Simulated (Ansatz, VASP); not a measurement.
One calculation of As, two programs

Contents of POSCAR:

```
As
1.0
    0.0000000000      2.9928832029      2.9928832029
    2.9928832029      0.0000000000      2.9928832029
    2.9928832029      2.9928832029      0.0000000000
As
2
Direct
    0.1250000000      0.1250000000      0.1250000000
    0.8750000000      0.8750000000      0.8750000000
```

File INCAR.step1:

```
SYSTEM = As
ALGO = Normal
EDIFF = 1E-4
ENCUT = 520
GGA = PE
ISMEAR = -1
LASPH = .TRUE.
LCHARG = .FALSE.
LREAL = .FALSE.
LWAVE = .TRUE.
NBANDS = 12
NELM = 60
PREC = Accurate
SIGMA = 0.1
```

Contents of INCAR.step2:

```
SYSTEM = As
ALGO = Normal
EDIFF = 1E-6
ENCUT = 520
ISIF = 2
ISMEAR = -1
ISTART = 1
LASPH = .TRUE.
LCHARG = .TRUE.
LELF = .TRUE.
LMIXTAU = .TRUE.
LREAL = .FALSE.
LVHAR = .TRUE.
LWAVE = .FALSE.
METAGGA = R2SCAN
NBANDS = 12
NELM = 60
PREC = Accurate
SIGMA = 0.1
```

KPOINTS

```
k-points
0
G
  10 10 10
  0 0 0
```

Input for Ansatz:

```yaml
crystal:
  lattice:
    - [0.0, 2.9928832029, 2.9928832029]
    - [2.9928832029, 0.0, 2.9928832029]
    - [2.9928832029, 2.9928832029, 0.0]
  atoms:
    - { symbol: As, position: [0.125, 0.125, 0.125] }
    - { symbol: As, position: [0.875, 0.875, 0.875] }
hamiltonian:
  xc: r2scan
  pseudopotentials:
    kind: paw
    azcp:
      As: "pseudopotentials/As.paw.azcp"
basis:
  ecutwfc: 500
  fft_grid_basis: typed
kpoints:
  mp_grid: { grid: [10, 10, 10], shift: [0, 0, 0] }
magnetization:
  spin_polarized: false
scf:
  occupations: { method: fermi_dirac, width: 0.1 }
  lower_state_search: "off"
output:
  stress: true
  write_density: true
  write_potential: true
  elf: true
  volumetric_format: npy
```

Alike in both runs: task single point; functional r2SCAN; k mesh 10 × 10 × 10; occupations fermi-dirac, width 0.1 eV; no spin polarisation.

|  | VASP | Ansatz |
| --- | --- | --- |
| version | VASP 6.6.1 | Ansatz 0.2.0 |
| potentials or method | VASP PAW PBE potentials, release 64 (As), cutoff 520 eV | plane waves (500 eV) with PAW, scalar-relativistic |
| valence electrons in the cell | 10 | 30 |

```csv
,VASP,Ansatz,Ansatz less VASP
pressure (GPa),2.0,2.0,-0.03
```

VASP's potentials were made for PBE, not for r2SCAN. VASP's potentials hold 10 valence electrons a cell and Ansatz's 30, so a difference there can come from the potentials and not from the codes.
